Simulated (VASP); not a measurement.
The system is Ga.

```
Ga
1.0
     2.23185   -3.79323    0.00000
     2.23185    3.79323    0.00000
     0.00000    0.00000    4.53464
Ga
4
Direct
  0.84423 0.15577 0.08558
  0.65577 0.34423 0.58558
  0.15577 0.84423 0.91442
  0.34423 0.65577 0.41442
```

Base run:

```yaml
Program: VASP 6.6.1
Functional: r2SCAN
Potentials_or_basis: VASP PAW PBE potentials, release 64 (Ga_d)
Cutoff: 520 eV
k_mesh: 8 × 8 × 7
Occupations: gaussian, width 1 eV
Spin: no spin polarisation
```

Its results: band gap on the k mesh zero (bands 26 and 27 overlap by 1.05 eV); pressure 0.9 GPa; largest force 0.052 eV/Å.

Question: The run is repeated on the same cell with these changes: occupations from gaussian, width 1 eV to methfessel-paxton, width 0.01 eV. What comes out?

Answer: Band gap on the k mesh zero (bands 26 and 27 overlap by 1.05 eV); pressure 0.1 GPa; largest force 0.010 eV/Å.

Caveats: the PAW data sets were made with another functional, which shifts forces and pressure a little; so wide a smearing shifts energies and pressures (at least some runs).
